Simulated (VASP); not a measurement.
# HgTe (I-4m2) in VASP: a series of runs, part 2 of 2

VASP 6.6.1. Earlier steps stand in the parts before.

### Step 4. Single point, PBE

This run uses another cell than the first one, of the same volume but with other edges.

INCAR

```
SYSTEM = HgTe
PREC = Accurate
ENCUT = 520
EDIFF = 1E-6
ISMEAR = 0
SIGMA = 0.15
LREAL = .False.
LASPH = .True.
NELM = 80
ALGO = Normal
ISIF = 2
LWAVE = .False.
LCHARG = .True.
GGA = PE
LELF = .True.
LVHAR = .True.
NBANDS = 16
```

KPOINTS

```
regular mesh
0
Gamma
  14 14 14
  0 0 0
```

POSCAR

```
HgTe
1.0
    0.0000000000      3.1226989184      3.4349688102
    3.1226989184      0.0000000000      3.4349688102
    3.1226989184      3.1226989184      0.0000000000
Hg Te
1 1
Direct
    0.0000000000      0.0000000000      0.0000000000
    0.7500000000      0.7500000000      0.7500000000
```

Potentials or basis: VASP PAW PBE potentials, release 64 (Hg, Te).

On the command line:

```console
$ cat potpaw_PBE.64/Hg/POTCAR potpaw_PBE.64/Te/POTCAR > POTCAR
$ mpirun -np 1 vasp_std > vasp.out
```

OUTCAR:

```text
SYSTEM = HgTe
   PREC = Accurate
   ENCUT = 520
   EDIFF = 1E-6
   ISMEAR = 0
   LREAL = .False.
   LASPH = .True.
   NELM = 80
   ISIF = 2
   GGA = PE

 ion  position               nearest neighbor table
   1  0.000  0.000  0.000-   2 2.80   2 2.80   2 2.80   2 2.80
   2  0.750  0.750  0.750-   1 2.80   1 2.80   1 2.80   1 2.80

  LATTYP: Found a body centered tetragonal cell.
 ALAT       =     4.4161631616
 C/A-ratio  =     1.5556349186

  Lattice vectors:

 A1 = (  -3.1226989184,   0.0000000000,   3.4349688102)
 A2 = (   3.1226989184,   0.0000000000,   3.4349688102)
 A3 = (   0.0000000000,   3.1226989184,  -3.4349688102)

Analysis of symmetry for initial positions (statically):
=====================================================================
 Subroutine PRICEL returns:
 Original cell was already a primitive cell.

 Routine SETGRP: Setting up the symmetry group for a
 body centered tetragonal supercell.

 Subroutine GETGRP returns: Found  8 space group operations
 (whereof  8 operations were pure point group operations)
 out of a pool of 16 trial point group operations.

The static configuration has the point symmetry D_2d.

Analysis of symmetry for dynamics (positions and initial velocities):
=====================================================================
 Subroutine PRICEL returns:
 Original cell was already a primitive cell.

 Routine SETGRP: Setting up the symmetry group for a
 body centered tetragonal supercell.

 Subroutine GETGRP returns: Found  8 space group operations
 (whereof  8 operations were pure point group operations)
 out of a pool of 16 trial point group operations.

The dynamic configuration has the point symmetry D_2d.

 Subroutine INISYM returns: Found  8 space group operations
 (whereof  8 operations are pure point group operations),
 and found     1 'primitive' translations

----------------------------------------------------------------------------------------

                                     Primitive cell

  volume of cell :      66.9905

[... 109 lines left out ...]
  volume/ion in A,a.u.               =      33.50       226.04
  Fermi-wavevector in a.u.,A,eV,Ry     =   1.056399  1.996305 15.183815  1.115979
  Thomas-Fermi vector in A             =   2.191633
   LORBIT       =      0    0 simple, 1 ext, 2 COOP (PROOUT), +10 PAW based schemes
   GGA     = PE    functional components
   LHFCALC =     F    Hartree Fock is set to
   AEXX    =    0.0000 exact exchange contribution
   IVDW    =     0    specifies the selected vdW correction
   LEPSILON=     F    determine dielectric tensor
   LRPA    =     F    only Hartree local field effects (RPA)
 non-spin polarized calculation
 Gauss-broadening in eV      SIGMA  =   0.15
  energy-cutoff  :      520.00
  volume of cell :       66.99
 maximum number of plane-waves:      1833
   NGX = 17   NGY = 17   NGZ = 17

 number of electron      17.9999999 magnetization

 Free energy of the ion-electron system (eV)
  ---------------------------------------------------
  ext. energy  EPLUGINS =         0.00000000
  ---------------------------------------------------
  free energy    TOTEN  =        -3.55489224 eV

  energy without entropy =       -3.55461691  energy(sigma->0) =       -3.55475457

 E-fermi :   3.3781     XC(G=0):  -8.7888

 val. band max:        3.2830928131   @ k =   0.0000   0.0000   0.0000
 cond. band min:       3.5545401526   @ k =   0.0714   0.0000   0.0000
 fundamental gap:      0.2714473395
 Fermi energy:         3.3781235658

 k-point     1 :       0.0000    0.0000    0.0000
  band No.  band energies     occupation
      1      -8.8491      2.00000
      2      -4.2212      2.00000
      3      -4.1921      2.00000
      4      -4.1921      2.00000
      5      -3.7090      2.00000
      6      -3.6412      2.00000
[... 433 lines left out ...]
      3      -4.0741      2.00000
      4      -4.0368      2.00000
      5      -3.7314      2.00000
      6      -3.6329      2.00000
[... 8 lines left out ...]
     15      12.2583      0.00000
     16      12.8641      0.00000

 [... further k-points ...]

------------------------ aborting loop because EDIFF is reached ----------------------------------------

  FORCE on cell =-STRESS in cart. coord.  units (eV):
  Direction    XX          YY          ZZ          XY          YZ          ZX
  --------------------------------------------------------------------------------------
  -------------------------------------------------------------------------------------
  Total        1.8638001      1.8638001      1.2597579      0.0000000      0.0000000      0.0000000
  in kB       44.5755682     44.5755682     30.1289946      0.0000000      0.0000000      0.0000000
  external PRESSURE =      39.7600437 kB  Pullay stress =       0.0000000 kB

 VOLUME and BASIS-vectors are now :
 -----------------------------------------------------------------------------
  energy-cutoff  :      520.00
  volume of cell :       66.99
      direct lattice vectors                 reciprocal lattice vectors
     0.000000000  3.122698918  3.434968810    -0.160117902  0.160117902  0.145561729
     3.122698918  0.000000000  3.434968810     0.160117902 -0.160117902  0.145561729
     3.122698918  3.122698918  0.000000000     0.160117902  0.160117902 -0.145561729

 POSITION                                       TOTAL-FORCE (eV/Angst)
 -----------------------------------------------------------------------------------
      0.00000      0.00000      0.00000         0.000000      0.000000     -0.000000
      4.68405      4.68405      5.15245        -0.000000     -0.000000      0.000000
 -----------------------------------------------------------------------------------
    total drift:                               -0.000000     -0.000000      0.000000

  FREE ENERGIE OF THE ION-ELECTRON SYSTEM (eV)
  ---------------------------------------------------
  free  energy   TOTEN  =        -3.5548922354 eV

  energy  without entropy=       -3.5546169140  energy(sigma->0) =       -3.55475457
```

stdout:

```text
POSCAR found type information on POSCAR HgTe
 POSCAR found :  2 types and       2 ions
 scaLAPACK will be used
 LDA part: xc-table for (Slater+PW92), standard interpolation
 POSCAR, INCAR and KPOINTS ok, starting setup
 FFT: planning ... GRIDC
 FFT: planning ... GRID_SOFT
 FFT: planning ... GRID
 WAVECAR not read
 entering main loop
```

Wall time 3.1 min (1 thread of Intel Xeon Platinum 8488C (Sapphire Rapids), shared host); peak memory 0.41 GiB.

Results:

| Quantity | Value |
| --- | --- |
| Free energy | -3.5549 eV |
| Pressure | 4.0 GPa |
| Band gap on the k mesh | zero (filled and empty bands touch) |

Caveat: spin-orbit coupling is left out, which moves the levels of the heavy elements.

### Step 5. Single point, PBE

This run uses another cell than the first one, of the same volume but with other edges.

INCAR

```
  ALGO = Normal
  EDIFF = 1E-6
  ENCUT = 520
  GGA = PE
  ISIF = 2
  ISMEAR = 0
  LASPH = T
  LCHARG = T
  LELF = T
  LREAL = F
  LVHAR = T
  LWAVE = F
  NBANDS = 16
  NELM = 80
  PREC = Accurate
  SIGMA = 0.15
```

KPOINTS

```
k-points
0
Gamma
  14 14 14
```

POSCAR

```
HgTe
1.0
    0.0000000000      3.7212589228      2.4188182998
    3.7212589228      0.0000000000      2.4188182998
    3.7212589228      3.7212589228      0.0000000000
Hg Te
1 1
Direct
    0.0000000000      0.0000000000      0.0000000000
    0.7500000000      0.7500000000      0.7500000000
```

Potentials or basis: VASP PAW PBE potentials, release 64 (Hg, Te).

On the command line:

```console
$ cat potpaw_PBE.64/Hg/POTCAR potpaw_PBE.64/Te/POTCAR > POTCAR
$ mpirun -np 1 vasp_std > vasp.out
```

OUTCAR:

```text
EDIFF = 1E-6
   ENCUT = 520
   GGA = PE
   ISIF = 2
   ISMEAR = 0
   LASPH = T
   LREAL = F
   NELM = 80
   PREC = Accurate

 ion  position               nearest neighbor table
   1  0.000  0.000  0.000-   2 2.90   2 2.90   2 2.90   2 2.90
   2  0.750  0.750  0.750-   1 2.90   1 2.90   1 2.90   1 2.90

  LATTYP: Found a body centered tetragonal cell.
 ALAT       =     5.2626548377
 C/A-ratio  =     0.9192388155

  Lattice vectors:

 A1 = (   0.0000000000,  -3.7212589228,  -2.4188182998)
 A2 = (   0.0000000000,   3.7212589228,  -2.4188182998)
 A3 = (   3.7212589228,   0.0000000000,   2.4188182998)

Analysis of symmetry for initial positions (statically):
=====================================================================
 Subroutine PRICEL returns:
 Original cell was already a primitive cell.

 Routine SETGRP: Setting up the symmetry group for a
 body centered tetragonal supercell.

 Subroutine GETGRP returns: Found  8 space group operations
 (whereof  8 operations were pure point group operations)
 out of a pool of 16 trial point group operations.

The static configuration has the point symmetry D_2d.

Analysis of symmetry for dynamics (positions and initial velocities):
=====================================================================
 Subroutine PRICEL returns:
 Original cell was already a primitive cell.

 Routine SETGRP: Setting up the symmetry group for a
 body centered tetragonal supercell.

 Subroutine GETGRP returns: Found  8 space group operations
 (whereof  8 operations were pure point group operations)
 out of a pool of 16 trial point group operations.

The dynamic configuration has the point symmetry D_2d.

 Subroutine INISYM returns: Found  8 space group operations
 (whereof  8 operations are pure point group operations),
 and found     1 'primitive' translations

----------------------------------------------------------------------------------------

[... 111 lines left out ...]
     AMIX     =   0.40;   BMIX     =  1.00
     AMIX_MAG =   1.60;   BMIX_MAG =  1.00
  volume/ion in A,a.u.               =      33.50       226.04
  Fermi-wavevector in a.u.,A,eV,Ry     =   1.056399  1.996305 15.183815  1.115979
  Thomas-Fermi vector in A             =   2.191633
   LORBIT       =      0    0 simple, 1 ext, 2 COOP (PROOUT), +10 PAW based schemes
   GGA     = PE    functional components
   LHFCALC =     F    Hartree Fock is set to
   AEXX    =    0.0000 exact exchange contribution
   IVDW    =     0    specifies the selected vdW correction
   LEPSILON=     F    determine dielectric tensor
   LRPA    =     F    only Hartree local field effects (RPA)
 non-spin polarized calculation
 Gauss-broadening in eV      SIGMA  =   0.15
  energy-cutoff  :      520.00
  volume of cell :       66.99
 maximum number of plane-waves:      1849
 NGX is ok and might be reduce to    36

 number of electron      18.0000000 magnetization

 Free energy of the ion-electron system (eV)
  ---------------------------------------------------
  ext. energy  EPLUGINS =         0.00000000
  ---------------------------------------------------
  free energy    TOTEN  =        -3.40381582 eV

  energy without entropy =       -3.40160736  energy(sigma->0) =       -3.40271159

 E-fermi :   3.1070     XC(G=0):  -8.9343

 val. band max:        3.0965692803   @ k =   0.4286   0.4286   0.0000
 cond. band min:       3.1103180600   @ k =   0.1429   0.0000   0.1429
 fundamental gap:      0.0137487797
 Fermi energy:         3.1070297973

 k-point     1 :       0.0000    0.0000    0.0000
  band No.  band energies     occupation
      1      -8.6126      2.00000
      2      -3.9041      2.00000
      3      -3.9041      2.00000
      4      -3.8899      2.00000
      5      -3.6915      2.00000
      6      -3.5146      2.00000
[... 433 lines left out ...]
      3      -3.8910      2.00000
      4      -3.7906      2.00000
      5      -3.5939      2.00000
      6      -3.4096      2.00000
[... 8 lines left out ...]
     15      13.3034      0.00000
     16      13.6996      0.00000

 [... further k-points ...]

------------------------ aborting loop because EDIFF is reached ----------------------------------------

  FORCE on cell =-STRESS in cart. coord.  units (eV):
  Direction    XX          YY          ZZ          XY          YZ          ZX
  --------------------------------------------------------------------------------------
  -------------------------------------------------------------------------------------
  Total        0.0327060      0.0327060      1.0504586      0.0000000      0.0000000      0.0000000
  in kB        0.7822120      0.7822120     25.1232901      0.0000000      0.0000000      0.0000000
  external PRESSURE =       8.8959047 kB  Pullay stress =       0.0000000 kB

 VOLUME and BASIS-vectors are now :
 -----------------------------------------------------------------------------
  energy-cutoff  :      520.00
  volume of cell :       66.99
      direct lattice vectors                 reciprocal lattice vectors
     0.000000000  3.721258923  2.418818300    -0.134363131  0.134363131  0.206712509
     3.721258923  0.000000000  2.418818300     0.134363131 -0.134363131  0.206712509
     3.721258923  3.721258923  0.000000000     0.134363131  0.134363131 -0.206712509

 POSITION                                       TOTAL-FORCE (eV/Angst)
 -----------------------------------------------------------------------------------
      0.00000      0.00000      0.00000         0.000000      0.000000      0.000000
      5.58189      5.58189      3.62823        -0.000000     -0.000000     -0.000000
 -----------------------------------------------------------------------------------
    total drift:                               -0.000000     -0.000000     -0.000000

  FREE ENERGIE OF THE ION-ELECTRON SYSTEM (eV)
  ---------------------------------------------------
  free  energy   TOTEN  =        -3.4038158173 eV

  energy  without entropy=       -3.4016073632  energy(sigma->0) =       -3.40271159
```

It took 3.4 min on 1 thread of Intel Xeon Platinum 8488C (Sapphire Rapids), shared host; peak memory 0.42 GiB.

What came out:

| Item | Value |
| --- | --- |
| Free energy | -3.4038 eV |
| Pressure | 0.9 GPa |
| Band gap on the k mesh | zero (band 9 reaches 3.11 eV, above the bottom of band 10 at 3.01 eV) |

Stress tensor (GPa, compression positive):
```
0.08 0.00 0.00
0.00 0.08 0.00
0.00 0.00 2.51
```

Caveat: spin-orbit coupling is left out, which moves the levels of the heavy elements.

### Step 6. Summary

| cell | gap on the mesh (eV) | pressure (GPa) |
| --- | --- | --- |
| a = 4.844, b = 4.844, c = 4.177 Å, angles 64.5, 64.5, 51.1°, 2 atoms | none | 3.1 |
| a = 4.504, b = 4.504, c = 4.687 Å, angles 58.6, 58.6, 62.7°, 2 atoms | - | 4.0 |
| a = 4.642, b = 4.642, c = 4.416 Å, angles 61.6, 61.6, 56.8°, 2 atoms | none | 4.0 |
| a = 4.438, b = 4.438, c = 5.263 Å, angles 53.6, 53.6, 72.7°, 2 atoms | none | 0.9 |

Alike in all rows: task single point; level PBE; potentials or basis VASP PAW PBE potentials, release 64 (Hg, Te); no spin polarisation; k mesh 14 × 14 × 14; cutoff (eV) 520; smearing gaussian 0.15 eV.

Caveats: spin-orbit coupling is left out, which moves the levels of the heavy elements.

Absolute energies hang on the potentials; compare differences alone.
